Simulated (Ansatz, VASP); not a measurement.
**One calculation of Si, two programs**

Contents of INCAR:

```
SYSTEM = Si
PREC     = Accurate       ! precision mode
ENCUT    = 520            ! plane-wave cutoff, eV
EDIFF    = 1E-7           ! SCF threshold, eV
ISMEAR   = 0              ! smearing method
SIGMA    = 0.05           ! smearing width, eV
LREAL    = .FALSE.        ! projectors in reciprocal space
LASPH    = .TRUE.         ! aspherical terms in the spheres
NELM     = 100            ! most SCF steps
ALGO     = Normal         ! electronic algorithm
ISIF     = 2              ! what is computed and relaxed
LWAVE    = .FALSE.        ! write WAVECAR
LCHARG   = .TRUE.         ! write CHGCAR
GGA      = PE             ! functional
LELF     = .TRUE.         ! ELF
LVHAR    = .TRUE.       
NBANDS   = 16             ! bands
```

The input KPOINTS:

```
Automatic mesh
0
G
  12 12 6
  0 0 0
```

The input POSCAR:

```
Si
1.0
    3.8510822046      0.0000000000      0.0000000000
   -1.9255411023      3.3351350212      0.0000000000
    0.0000000000      0.0000000000      6.3646810974
Si
4
Direct
    0.3333333333      0.6666666667      0.0817861204
    0.6666666667      0.3333333333      0.5817861204
    0.3333333333      0.6666666667      0.4182138796
    0.6666666667      0.3333333333      0.9182138796
```

Input for Ansatz:

```yaml
crystal:
  lattice:
    - [3.8510822046, 0.0, 0.0]
    - [-1.9255411023, 3.3351350212, 0.0]
    - [0.0, 0.0, 6.3646810974]
  atoms:
    - { symbol: Si, position: [0.3333333333, 0.6666666667, 0.0817861204] }
    - { symbol: Si, position: [0.6666666667, 0.3333333333, 0.5817861204] }
    - { symbol: Si, position: [0.3333333333, 0.6666666667, 0.4182138796] }
    - { symbol: Si, position: [0.6666666667, 0.3333333333, 0.9182138796] }
basis:
  ecutwfc: 420
kpoints:
  mp_grid: { grid: [12, 12, 6] }
hamiltonian:
  xc: pbe
  pseudopotentials: { kind: paw, azcp: { folder: soft_1 } }
scf:
  occupations: { method: gaussian, width: 0.05 }
output:
  forces: true
  stress: true
  eigenvalues: true
```

Alike in both runs: task single point; functional PBE; k mesh 12 × 12 × 6; occupations gaussian, width 0.05 eV; no spin polarisation.

|  | VASP | Ansatz |
| --- | --- | --- |
| version | VASP 6.6.1 | Ansatz 0.2.0 |
| potentials or method | VASP PAW PBE potentials, release 64 (Si), cutoff 520 eV | scalar-relativistic, plane waves, PAW |
| valence electrons in the cell | 16 | 16 |

|  | VASP | Ansatz | Ansatz less VASP |
| --- | --- | --- | --- |
| gap on the k mesh at the Fermi level (eV) | none | none | - |
| pressure (GPa) | 2.0 | 2.1 | +0.08 |
| traceless stress, the component that is largest in VASP (GPa) | 13.05 | 13.15 | +0.098 |
| rms of the force components (eV/Å) | 2.379 | 2.388 | +0.0091 |

Atom by atom the forces differ by 0.009 eV/Å (rms over components). A gap of «none» marks a metal or a gap that the smearing closes.
